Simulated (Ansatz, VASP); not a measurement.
# One calculation of BN, two programs

The input INCAR:

```
  PREC = Accurate
  ENCUT = 520
  EDIFF = 1E-6
  ISMEAR = 0
  SIGMA = 0.05
  LREAL = False
  LASPH = True
  NELM = 100
  ALGO = Normal
  ISIF = 2
  LWAVE = False
  LCHARG = False
  GGA = PE
  NBANDS = 11
```

KPOINTS

```
Automatic mesh
0
Gamma
  12 12 12
```

The input POSCAR:

```
BN
1.0
    0.0000000000      1.7858059850      1.8401960150
    1.7858059850      0.0000000000      1.8401960150
    1.7858059850      1.7858059850      0.0000000000
B N
1 1
Direct
    0.0000000000      0.0000000000      0.0000000000
    0.7500000000      0.7500000000      0.7500000000
```

Input for Ansatz:

```yaml
crystal:
  lattice:
    - [0.0, 1.785805985, 1.840196015]
    - [1.785805985, 0.0, 1.840196015]
    - [1.785805985, 1.785805985, 0.0]
  atoms:
    - { symbol: B, position: [0.0, 0.0, 0.0] }
    - { symbol: "N", position: [0.75, 0.75, 0.75] }
basis:
  ecutwfc: 420
kpoints:
  mp_grid: { grid: [12, 12, 12] }
hamiltonian:
  xc: pbe
scf:
  occupations: { method: gaussian, width: 0.05 }
output:
  forces: true
  stress: true
  eigenvalues: true
```

Change from the starting cell: strain -0.015 along x and y, +0.015 along z, atoms carried along.

Alike in both runs: task single point; functional PBE; k mesh 12 × 12 × 12; occupations gaussian, width 0.05 eV; no spin polarisation.

|  | VASP | Ansatz |
| --- | --- | --- |
| version | VASP 6.6.1 | Ansatz 0.2.0 |
| potentials or method | VASP PAW PBE potentials, release 64 (B, N), cutoff 520 eV | scalar-relativistic, plane waves, PAW |
| valence electrons in the cell | 8 | 8 |

VASP gave:

```
gap on the k mesh at the Fermi level (eV)                     : 4.19
least direct gap on the mesh (eV)                             : 8.68
pressure (GPa)                                                : 5.7
traceless stress, the component that is largest in VASP (GPa) : -12.90
```

Problem. What did Ansatz give for the same quantities?

Solution. gap on the k mesh at the Fermi level (eV): 4.20; least direct gap on the mesh (eV): 8.69; pressure (GPa): 5.4; traceless stress, the component that is largest in VASP (GPa): -12.90.

The functional is the same, so the differences come from potentials, cutoffs and numerics.
